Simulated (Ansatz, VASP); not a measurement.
# Ba: VASP beside Ansatz

```xyz
1
Lattice="-2.4500 2.5000 2.5000 2.5000 -2.4500 2.5000 2.5000 2.5000 -2.4500" Properties=species:S:1:pos:R:3 pbc="T T T"
Ba    0.0000    0.0000    0.0000
```

Change from the starting cell: equal xy, yz and zx shear strains of +2 %.

Alike in both runs: task single point; functional PBEsol; k mesh 10 × 10 × 10; occupations fermi-dirac, width 0.05 eV; no spin polarisation.

|  | VASP | Ansatz |
| --- | --- | --- |
| version | VASP 6.6.1 | Ansatz 0.2.0 |
| potentials or method | VASP PAW PBE potentials, release 64 (Ba_sv), cutoff 520 eV | all-electron LAPW, scalar-relativistic |

VASP gave:

```
pressure (GPa)                                                : -0.5
traceless stress, the component that is largest in VASP (GPa) : -0.19
```

Q: Estimate Ansatz's values.

A: Pressure (GPa): -0.6; traceless stress, the component that is largest in VASP (GPa): -0.19.

VASP's potentials were made for PBE, not for PBEsol. Ansatz ran all-electron here, and VASP with PAW potentials.

Spin-orbit coupling is off throughout.
